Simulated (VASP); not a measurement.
A run of VASP 6.6.1:

Contents of INCAR:

```
PREC = Accurate ; ENCUT = 520
EDIFF = 1E-6 ; ISMEAR = -1
SIGMA = 0.05 ; LREAL = F
LASPH = T ; NELM = 60
ALGO = Normal ; ISIF = 2
LWAVE = F ; LCHARG = F
GGA = PS ; NBANDS = 24
```

KPOINTS

```
regular mesh
0
Gamma
  14 14 14
```

File POSCAR:

```
LuPd
1.0
    3.3687938539      0.0000000000      0.0000000000
    0.0000000000      3.3687938539      0.0000000000
    0.0000000000      0.0000000000      3.3687938539
Lu Pd
1 1
Direct
    0.0000000000      0.0000000000      0.0000000000
    0.5000000000      0.5000000000      0.5000000000
```

Potentials or basis: VASP PAW PBE potentials, release 64 (Lu, Pd).

Command:

```sh
$ cat potpaw_PBE.64/Lu/POTCAR potpaw_PBE.64/Pd/POTCAR > POTCAR
$ mpirun -np 1 vasp_std > vasp.out
```

Hardware: 1 thread of Intel(R) Xeon(R) 6975P-C (Granite Rapids) (shared host).

Problem. Estimate the wall time of this run.

Solution. It took 2.2 min on 1 thread of Intel(R) Xeon(R) 6975P-C (Granite Rapids), on a shared host, peak memory 0.26 GiB. Counts: scf iterations 13, k points 120.
